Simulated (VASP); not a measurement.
# Li (Fm-3m) in VASP: notebook

Li is run at these levels: PBE; tasks: electric field gradients.

Everything below comes from runs of VASP 6.6.1. Logs are shortened: lines on timing, memory, paths and dates and some standing lists are left out, and cuts for length are marked.

### Step 1. The cell of the first run

It takes space group Fm-3m (No. 225, cubic). The conventional cell has a = 4.404 Å, b = 4.404 Å, c = 4.404 Å, α = 90.00°, β = 90.00°, γ = 90.00°. Within 4.1 Å of Li (site symmetry m-3m) lie 12 Li at 3.11 Å.

This isn't the form of Li at room conditions, which is bcc.

### Step 2. Electric field gradients, PBE

The input, INCAR:

```
SYSTEM = Li
PREC     = Accurate       ! precision mode
ENCUT    = 520            ! plane-wave cutoff, eV
EDIFF    = 1E-8           ! SCF threshold, eV
ISMEAR   = -1             ! smearing method
SIGMA    = 0.08           ! smearing width, eV
LREAL    = .FALSE.        ! projectors in reciprocal space
LASPH    = .TRUE.         ! aspherical terms in the spheres
NELM     = 100            ! most SCF steps
ALGO     = Normal         ! electronic algorithm
ISIF     = 2              ! what is computed and relaxed
LWAVE    = .FALSE.        ! write WAVECAR
LCHARG   = .FALSE.        ! write CHGCAR
GGA      = PE             ! functional
LEFG     = .TRUE.       
NBANDS   = 8              ! bands
```

The input, KPOINTS:

```
Automatic mesh
0
G
  13 13 13
  0 0 0
```

The input, POSCAR:

```
Li
1.0
    0.0000000000      2.2020000000      2.2020000000
    2.2020000000      0.0000000000      2.2020000000
    2.2020000000      2.2020000000      0.0000000000
Li
1
Direct
    0.0000000000      0.0000000000      0.0000000000
```

Potentials or basis: VASP PAW PBE potentials, release 64 (Li_sv).

On the command line:

```bash
$ cat potpaw_PBE.64/Li_sv/POTCAR > POTCAR
$ mpirun -np 1 vasp_std > vasp.out
```

OUTCAR:

```text
SYSTEM = Li
   PREC = Accurate
   ENCUT = 520
   EDIFF = 1E-8
   ISMEAR = -1
   LREAL = .FALSE.
   LASPH = .TRUE.
   NELM = 100
   ISIF = 2
   GGA = PE

 ion  position               nearest neighbor table
   1  0.000  0.000  0.000-

  LATTYP: Found a face centered cubic cell.
 ALAT       =     4.4040000000

  Lattice vectors:

 A1 = (   0.0000000000,   2.2020000000,   2.2020000000)
 A2 = (   2.2020000000,   0.0000000000,   2.2020000000)
 A3 = (   2.2020000000,   2.2020000000,   0.0000000000)

Analysis of symmetry for initial positions (statically):
=====================================================================
 Subroutine PRICEL returns:
 Original cell was already a primitive cell.

 Routine SETGRP: Setting up the symmetry group for a
 face centered cubic supercell.

 Subroutine GETGRP returns: Found 48 space group operations
 (whereof 48 operations were pure point group operations)
 out of a pool of 48 trial point group operations.

The static configuration has the point symmetry O_h .

Analysis of symmetry for dynamics (positions and initial velocities):
=====================================================================
 Subroutine PRICEL returns:
 Original cell was already a primitive cell.

 Routine SETGRP: Setting up the symmetry group for a
 face centered cubic supercell.

 Subroutine GETGRP returns: Found 48 space group operations
 (whereof 48 operations were pure point group operations)
 out of a pool of 48 trial point group operations.

The dynamic configuration has the point symmetry O_h .

 Subroutine INISYM returns: Found 48 space group operations
 (whereof 48 operations are pure point group operations),
 and found     1 'primitive' translations

----------------------------------------------------------------------------------------

                                     Primitive cell

  volume of cell :      21.3541

  direct lattice vectors                    reciprocal lattice vectors
     0.000000000  2.202000000  2.202000000    -0.227066303  0.227066303  0.227066303
     2.202000000  0.000000000  2.202000000     0.227066303 -0.227066303  0.227066303
     2.202000000  2.202000000  0.000000000     0.227066303  0.227066303 -0.227066303

  length of vectors
     3.114098264  3.114098264  3.114098264     0.393290374  0.393290374  0.393290374

  position of ions in fractional coordinates (direct lattice)
     0.000000000  0.000000000  0.000000000

  ion indices of the primitive-cell ions
   primitive index   ion index
                 1           1

----------------------------------------------------------------------------------------

 KPOINTS: Automatic mesh

Automatic generation of k-mesh.
 Grid dimensions read from file:
 generate k-points for:   13   13   13

 Generating k-lattice:

  Cartesian coordinates                     Fractional coordinates (reciprocal lattice)
    -0.017466639  0.017466639  0.017466639     0.076923077  0.000000000  0.000000000
     0.017466639 -0.017466639  0.017466639     0.000000000  0.076923077  0.000000000
     0.017466639  0.017466639 -0.017466639     0.000000000  0.000000000  0.076923077

  Length of vectors
     0.030253106  0.030253106  0.030253106

  Shift w.r.t. Gamma in fractional coordinates (k-lattice)
     0.000000000  0.000000000  0.000000000

 Subroutine IBZKPT returns following result:
 ===========================================

 Found     84 irreducible k-points:

 Following reciprocal coordinates:
            Coordinates               Weight
  0.000000  0.000000  0.000000      1.000000
  0.076923  0.000000  0.000000      8.000000
  0.153846  0.000000  0.000000      8.000000
  0.230769  0.000000  0.000000      8.000000
  0.307692  0.000000  0.000000      8.000000
  0.384615  0.000000  0.000000      8.000000
[... 16 lines left out ...]
  0.384615  0.153846  0.000000     24.000000
  0.461538  0.153846  0.000000     24.000000
 [... further k-points ...]
   k-points           NKPTS =     84   k-points in BZ     NKDIM =     84   number of bands    NBANDS=      8
   number of dos      NEDOS =    301   number of ions     NIONS =      1
   total plane-waves  NPLWV =  13824
   dimension x,y,z NGX =    24 NGY =   24 NGZ =   24
   dimension x,y,z NGXF=    48 NGYF=   48 NGZF=   48
   ions per type =               1
   NGX,Y,Z   is equivalent  to a cutoff of  12.81, 12.81, 12.81 a.u.
   NGXF,Y,Z  is equivalent  to a cutoff of  25.62, 25.62, 25.62 a.u.
 SYSTEM =  Li
   PREC   = accura    normal or accurate (medium, high low for compatibility)
   ISTART =      0    job   : 0-new  1-cont  2-samecut
   ICHARG =      2    charge: 1-file 2-atom 10-const
   ISPIN  =      1    spin polarized calculation?
   LNONCOLLINEAR =      F non collinear calculations
   LSORBIT =      F    spin-orbit coupling
   LASPH  =      T    aspherical Exc in radial PAW
   ENCUT  =  520.0 eV  38.22 Ry    6.18 a.u.   5.79  5.79  5.79*2*pi/ulx,y,z
   NELM   =    100;   NELMIN=  2; NELMDL= -5     # of ELM steps
   EDIFF  = 0.1E-07   stopping-criterion for ELM
   LREAL  =      F    real-space projection
   EDIFFG = 0.1E-06   stopping-criterion for IOM
   NSW    =      0    number of steps for IOM
   IBRION =     -1    ionic relax: 0-MD 1-quasi-New 2-CG
   NFREE  =      0    steps in history (QN), initial steepest desc. (CG)
   ISIF   =      2    stress and relaxation
   ISYM   =      2    0-nonsym 1-usesym 2-fastsym
   POTIM  = 0.5000    time-step for ionic-motion
   TEBEG  =    0.0;   TEEND  =   0.0 temperature during run
   PSTRESS=    0.0 pullay stress
   NELECT =       3.0000    total number of electrons
   NUPDOWN=      -1.0000    fix difference up-down
   EMIN   =  10.00;   EMAX   =-10.00  energy-range for DOS
   EFERMI =   0.00;   METHOD = LEGACY
   ISMEAR =    -1;   SIGMA  =   0.08  broadening in eV -4-tet -1-fermi 0-gaus
   EFERMI_NEDOS =   21; number of points for ismear=-14 and -15
   IALGO  =     38    algorithm
   IMIX   =      4    mixing-type and parameters
     AMIX     =   0.40;   BMIX     =  1.00
     AMIX_MAG =   1.60;   BMIX_MAG =  1.00
  volume/ion in A,a.u.               =      21.35       144.10
  Fermi-wavevector in a.u.,A,eV,Ry     =   0.851049  1.608250  9.854489  0.724285
  Thomas-Fermi vector in A             =   1.967122
   LORBIT       =      0    0 simple, 1 ext, 2 COOP (PROOUT), +10 PAW based schemes
   GGA     = PE    functional components
   LHFCALC =     F    Hartree Fock is set to
   AEXX    =    0.0000 exact exchange contribution
   IVDW    =     0    specifies the selected vdW correction
   LEPSILON=     F    determine dielectric tensor
   LRPA    =     F    only Hartree local field effects (RPA)
 non-spin polarized calculation
  energy-cutoff  :      520.00
  volume of cell :       21.35
 maximum number of plane-waves:       589
   NGX = 11   NGY = 11   NGZ = 11

 number of electron       3.0000005 magnetization

 Free energy of the ion-electron system (eV)
  ---------------------------------------------------
  ext. energy  EPLUGINS =         0.00000000
  ---------------------------------------------------
  free energy    TOTEN  =        -1.90728048 eV

  energy without entropy =       -1.89476811  energy(sigma->0) =       -1.90102430

 E-fermi :   0.5026     XC(G=0):  -6.9186

 val. band max:        0.4713853920   @ k =  -0.2308   0.3077   0.0769
 cond. band min:       0.5338275562   @ k =  -0.3846   0.1538   0.0000
 fundamental gap:      0.0624421642
 Fermi energy:         0.5025916185

 k-point     1 :       0.0000    0.0000    0.0000
  band No.  band energies     occupation
      1     -46.1354      2.00000
      2      -3.0089      2.00000
      3      14.3123      0.00000
      4      14.3124      0.00000
      5      14.3124      0.00000
      6      18.1192      0.00000
      7      18.1192      0.00000
      8      18.1192      0.00000

 k-point     2 :       0.0769    0.0000    0.0000
  band No.  band energies     occupation
      1     -46.1345      2.00000
      2      -2.9051      2.00000
      3      13.2300      0.00000
      4      14.0879      0.00000
      5      14.0880      0.00000
      6      17.3812      0.00000
      7      18.5191      0.00000
      8      18.5191      0.00000

 k-point     3 :       0.1538    0.0000    0.0000
  band No.  band energies     occupation
      1     -46.1323      2.00000
      2      -2.5941      2.00000
      3      11.0241      0.00000
      4      13.6331      0.00000
      5      13.6332      0.00000
      6      17.4291      0.00000
      7      19.2217      0.00000
      8      19.2217      0.00000

 k-point     4 :       0.2308    0.0000    0.0000
  band No.  band energies     occupation
      1     -46.1290      2.00000
      2      -2.0767      2.00000
      3       8.7222      0.00000
      4      13.2066      0.00000
      5      13.2067      0.00000
      6      17.7511      0.00000
      7      18.8059      0.00000
      8      18.8059      0.00000

 k-point     5 :       0.3077    0.0000    0.0000
  band No.  band energies     occupation
      1     -46.1256      2.00000
      2      -1.3625      2.00000
      3       6.5994      0.00000
      4      12.9034      0.00000
      5      12.9035      0.00000
      6      17.7323      0.00000
      7      17.8074      0.00000
      8      17.8074      0.00000
[... 177 lines left out ...]
 k-point    22 :       0.3077    0.1538    0.0000
  band No.  band energies     occupation
      1     -46.1258      2.00000
      2      -1.4799      2.00000
      3       8.2185      0.00000
      4      11.0178      0.00000
      5      12.8769      0.00000
      6      14.3575      0.00000
      7      16.6572      0.00000
      8      21.4539      0.00000

 k-point    23 :       0.3846    0.1538    0.0000
  band No.  band energies     occupation
      1     -46.1228      2.00000
      2      -0.6951      2.00000
      3       6.1961      0.00000
      4      10.8735      0.00000
      5      11.8658      0.00000
      6      14.2371      0.00000
      7      18.1338      0.00000
      8      20.4108      0.00000

 k-point    24 :       0.4615    0.1538    0.0000
  band No.  band energies     occupation
      1     -46.1206      2.00000
      2       0.2272      1.93798
      3       4.4723      0.00000
      4      10.9692      0.00000
      5      11.0171      0.00000
      6      14.2803      0.00000
      7      19.4955      0.00000
      8      19.7255      0.00000

 [... further k-points ...]

------------------------ aborting loop because EDIFF is reached ----------------------------------------

  FORCE on cell =-STRESS in cart. coord.  units (eV):
  Direction    XX          YY          ZZ          XY          YZ          ZX
  --------------------------------------------------------------------------------------
  -------------------------------------------------------------------------------------
  Total       -0.0969142     -0.0969142     -0.0969142      0.0000000      0.0000000     -0.0000000
  in kB       -7.2713677     -7.2713677     -7.2713677      0.0000000      0.0000000     -0.0000000
  external PRESSURE =      -7.2713677 kB  Pullay stress =       0.0000000 kB

 VOLUME and BASIS-vectors are now :
 -----------------------------------------------------------------------------
  energy-cutoff  :      520.00
  volume of cell :       21.35
      direct lattice vectors                 reciprocal lattice vectors
     0.000000000  2.202000000  2.202000000    -0.227066303  0.227066303  0.227066303
     2.202000000  0.000000000  2.202000000     0.227066303 -0.227066303  0.227066303
     2.202000000  2.202000000  0.000000000     0.227066303  0.227066303 -0.227066303

 POSITION                                       TOTAL-FORCE (eV/Angst)
 -----------------------------------------------------------------------------------
      0.00000      0.00000      0.00000        -0.000000     -0.000000      0.000000
 -----------------------------------------------------------------------------------
    total drift:                               -0.000000      0.000000     -0.000000

  FREE ENERGIE OF THE ION-ELECTRON SYSTEM (eV)
  ---------------------------------------------------
  free  energy   TOTEN  =        -1.9072804819 eV

  energy  without entropy=       -1.8947681092  energy(sigma->0) =       -1.90102430

 Electric field gradients (V/A^2)
---------------------------------------------------------------------
 ion       V_xx      V_yy      V_zz      V_xy      V_xz      V_yz
---------------------------------------------------------------------
   1      -0.000    -0.000    -0.000     0.002     0.002     0.002
---------------------------------------------------------------------

 Electric field gradients after diagonalization (V/A^2)
 (convention: |V_zz| > |V_xx| > |V_yy|)
----------------------------------------------------------------------
 ion       V_xx      V_yy      V_zz     asymmetry (V_yy - V_xx)/ V_zz
----------------------------------------------------------------------
   1      -0.002    -0.002     0.003       0.000
----------------------------------------------------------------------

           NMR quadrupolar parameters

 Cq : quadrupolar parameter    Cq=e*Q*V_zz/h
 eta: asymmetry parameters     (V_yy - V_xx)/ V_zz
 Q  : nuclear electric quadrupole moment in mb (millibarn)
----------------------------------------------------------------------
 ion       Cq(MHz)       eta       Q (mb)
----------------------------------------------------------------------
   1       0.000       0.000       1.000
----------------------------------------------------------------------
```

It took 16 s on 1 thread of Intel Xeon 8259CL, shared host; peak memory 0.13 GiB.

Results:

```
Free energy                             : -1.9073 eV
Band gap on the k mesh                  : zero (an odd number of electrons rules out a gap without spin polarisation)
Largest electric field gradient by atom : zero within the noise of the run
```

Levels at points of the mesh, in eV from the Fermi level:
```
           k point  band 1  band 2  band 3  band 4  band 5
(0.00, 0.00, 0.00)  -46.64   -3.51   13.81   13.81   13.81
```

Caveat: the cutoff is under 1.25 times the usual one of these potentials, so pressure, stress and relaxed cells hold a basis-set (Pulay) error.

### Step 3. Electric field gradients, PBE (21.78 Å³/atom)

This run uses another cell than the first one, of 21.78 Å³/atom.

The input, INCAR:

```
SYSTEM = Li
PREC = Accurate
ENCUT = 520
EDIFF = 1E-8
ISMEAR = -1
SIGMA = 0.08
LREAL = .FALSE.
LASPH = .TRUE.
NELM = 60
ALGO = Normal
ISIF = 2
LWAVE = .FALSE.
LCHARG = .FALSE.
GGA = PE
LEFG = .TRUE.
NBANDS = 8
```

KPOINTS is that of step 2.

The input, POSCAR:

```
Li
1.0
    0.0000000000      2.2165832064      2.2165832064
    2.2165832064      0.0000000000      2.2165832064
    2.2165832064      2.2165832064      0.0000000000
Li
1
Direct
    0.0000000000      0.0000000000      0.0000000000
```

Potentials or basis: VASP PAW PBE potentials, release 64 (Li_sv).

On the command line:

```bash
$ cat potpaw_PBE.64/Li_sv/POTCAR > POTCAR
$ mpirun -np 1 vasp_std > vasp.out
```

OUTCAR:

```text
SYSTEM = Li
   PREC = Accurate
   ENCUT = 520
   EDIFF = 1E-8
   ISMEAR = -1
   LREAL = .FALSE.
   LASPH = .TRUE.
   NELM = 60
   ISIF = 2
   GGA = PE

 ion  position               nearest neighbor table
   1  0.000  0.000  0.000-

  LATTYP: Found a face centered cubic cell.
 ALAT       =     4.4331664128

  Lattice vectors:

 A1 = (   0.0000000000,   2.2165832064,   2.2165832064)
 A2 = (   2.2165832064,   0.0000000000,   2.2165832064)
 A3 = (   2.2165832064,   2.2165832064,   0.0000000000)

Analysis of symmetry for initial positions (statically):
=====================================================================
 Subroutine PRICEL returns:
 Original cell was already a primitive cell.

 Routine SETGRP: Setting up the symmetry group for a
 face centered cubic supercell.

[... 444 lines left out ...]
  external PRESSURE =      -9.4889411 kB  Pullay stress =       0.0000000 kB

 VOLUME and BASIS-vectors are now :
 -----------------------------------------------------------------------------
  energy-cutoff  :      520.00
  volume of cell :       21.78
      direct lattice vectors                 reciprocal lattice vectors
     0.000000000  2.216583206  2.216583206    -0.225572403  0.225572403  0.225572403
     2.216583206  0.000000000  2.216583206     0.225572403 -0.225572403  0.225572403
     2.216583206  2.216583206  0.000000000     0.225572403  0.225572403 -0.225572403

 POSITION                                       TOTAL-FORCE (eV/Angst)
 -----------------------------------------------------------------------------------
      0.00000      0.00000      0.00000         0.000000      0.000000      0.000000
 -----------------------------------------------------------------------------------
    total drift:                                0.000000      0.000000     -0.000000

  FREE ENERGIE OF THE ION-ELECTRON SYSTEM (eV)
  ---------------------------------------------------
  free  energy   TOTEN  =        -1.9053072315 eV

  energy  without entropy=       -1.8927616725  energy(sigma->0) =       -1.89903445

 Electric field gradients (V/A^2)
---------------------------------------------------------------------
 ion       V_xx      V_yy      V_zz      V_xy      V_xz      V_yz
---------------------------------------------------------------------
   1       0.000    -0.000     0.000     0.003     0.003     0.003
---------------------------------------------------------------------

 Electric field gradients after diagonalization (V/A^2)
 (convention: |V_zz| > |V_xx| > |V_yy|)
----------------------------------------------------------------------
 ion       V_xx      V_yy      V_zz     asymmetry (V_yy - V_xx)/ V_zz
----------------------------------------------------------------------
   1      -0.003    -0.003     0.005       0.000
----------------------------------------------------------------------

           NMR quadrupolar parameters

 Cq : quadrupolar parameter    Cq=e*Q*V_zz/h
 eta: asymmetry parameters     (V_yy - V_xx)/ V_zz
 Q  : nuclear electric quadrupole moment in mb (millibarn)
----------------------------------------------------------------------
 ion       Cq(MHz)       eta       Q (mb)
----------------------------------------------------------------------
   1       0.000       0.000       1.000
----------------------------------------------------------------------
```

Wall time 17 s (1 thread of Intel Xeon 8259CL, shared host); peak memory 0.13 GiB.

What came out:

- Free energy: -1.9053 eV
- Band gap on the k mesh: zero (an odd number of electrons rules out a gap without spin polarisation)
- Largest electric field gradient by atom: zero within the noise of the run

Caveat: the cutoff is under 1.25 times the usual one of these potentials, so pressure, stress and relaxed cells hold a basis-set (Pulay) error.
